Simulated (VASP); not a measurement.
Wanted: the native input for a VASP 6.6.1 run.

| Quantity | Value |
| --- | --- |
| Task | single point |
| Functional | LDA |
| Potentials or basis | VASP PAW LDA potentials, release 64 (Ta_pv) |
| Cutoff | 520 eV |
| k mesh | 22 × 22 × 22 |
| Occupations | gaussian, width 0.05 eV |
| Spin | no spin polarisation |
| Dipole correction | no |
| Further INCAR settings | ALGO = Fast; EDIFF = 1e-06; NBANDS = 12 |

The structure of Ta lies in POSCAR:

```
Ta
1.0
   -1.5326526329      1.5326526329      1.5326526329
    1.5326526329     -1.5326526329      1.5326526329
    1.5326526329      1.5326526329     -1.5326526329
Ta
1
Direct
    0.0000000000      0.0000000000      0.0000000000
```

These files were run (other wordings do the same):

INCAR

```
PREC = Accurate
ENCUT = 520
EDIFF = 1E-6
ISMEAR = 0
SIGMA = 0.05
LREAL = F
LASPH = T
NELM = 100
ALGO = Fast
ISIF = 2
LWAVE = F
LCHARG = F
GGA = CA
NBANDS = 12
```

KPOINTS

```
Automatic mesh
0
Gamma
  22 22 22
```

Potentials or basis: VASP PAW LDA potentials, release 64 (Ta_pv).

Run with:

```console
$ cat potpaw_LDA.64/Ta_pv/POTCAR > POTCAR
$ mpirun -np 1 vasp_std > vasp.out
```

It gave:

The pressure is 56.2 GPa. The band gap on the k mesh is zero (an odd number of electrons rules out a gap without spin polarisation).

Caveat: the cell stands under pressure; spin-orbit coupling is left out, which moves the levels of the heavy elements.

It took 27 s on 1 thread of Intel(R) Xeon(R) Platinum 8559C (Emerald Rapids), on a shared host, peak memory 0.16 GiB.
